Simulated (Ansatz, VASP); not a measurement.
## GaN in VASP and in Ansatz

File POSCAR:

```
GaN
1.0
    3.2594996520      0.0000000000      0.0000000000
   -1.6297498260      2.8228095022      0.0000000000
    0.0000000000      0.0000000000      5.1660000000
Ga N
2 2
Direct
    0.3333333333      0.6666666667      0.0000000000
    0.6666666667      0.3333333333      0.5000000000
    0.3333333333      0.6666666667      0.3750000000
    0.6666666667      0.3333333333      0.8750000000
```

Contents of INCAR.step1:

```
PREC = Accurate
ENCUT = 520
ISMEAR = 0
SIGMA = 0.05
LREAL = False
LASPH = True
NELM = 80
NBANDS = 26
GGA = PE
ALGO = Normal
EDIFF = 1E-4
LWAVE = True
LCHARG = False
```

File INCAR.step2:

```
PREC = Accurate
ENCUT = 520
EDIFF = 1E-6
ISMEAR = 0
SIGMA = 0.05
LREAL = False
LASPH = True
NELM = 80
ALGO = Normal
ISIF = 2
LWAVE = False
LCHARG = False
METAGGA = R2SCAN
LMIXTAU = True
NBANDS = 26
ISTART = 1
```

File KPOINTS:

```
Automatic mesh
0
Gamma
  12 12 6
```

Input for Ansatz:

```yaml
crystal:
  lattice:
    - [3.259499652, 0.0, 0.0]
    - [-1.629749826, 2.8228095022, 0.0]
    - [0.0, 0.0, 5.166]
  atoms:
    - { symbol: Ga, position: [0.3333333333, 0.6666666667, 0.0] }
    - { symbol: Ga, position: [0.6666666667, 0.3333333333, 0.5] }
    - { symbol: "N", position: [0.3333333333, 0.6666666667, 0.375] }
    - { symbol: "N", position: [0.6666666667, 0.3333333333, 0.875] }
basis:
  ecutwfc: 500
kpoints:
  mp_grid: { grid: [12, 12, 6] }
hamiltonian:
  xc: r2scan
scf:
  occupations: { method: gaussian, width: 0.05 }
output:
  forces: true
  stress: true
  eigenvalues: true
```

Change from the starting cell: strain +0.025 along x and y, +0.000 along z, atoms carried along.

Alike in both runs: task single point; functional r2SCAN; k mesh 12 × 12 × 6; occupations gaussian, width 0.05 eV; no spin polarisation.

|  | VASP | Ansatz |
| --- | --- | --- |
| version | VASP 6.6.1 | Ansatz 0.2.0 |
| potentials or method | VASP PAW PBE potentials, release 64 (Ga_d, N), cutoff 520 eV | scalar-relativistic, plane waves, PAW |
| valence electrons in the cell | 36 | 36 |

VASP gave:

```
gap on the k mesh at the Fermi level (eV)                     : 2.07
least direct gap on the mesh (eV)                             : 2.07
pressure (GPa)                                                : -6.7
traceless stress, the component that is largest in VASP (GPa) : 7.15
rms of the force components (eV/Å)                            : 0.210
```

Q: Which values does Ansatz return?

A: gap on the k mesh at the Fermi level (eV): 2.07; least direct gap on the mesh (eV): 2.07; pressure (GPa): -7.6; traceless stress, the component that is largest in VASP (GPa): 7.01; rms of the force components (eV/Å): 0.206.

VASP's potentials were made for PBE, not for r2SCAN. Atom by atom the forces differ by 0.004 eV/Å (rms over components).
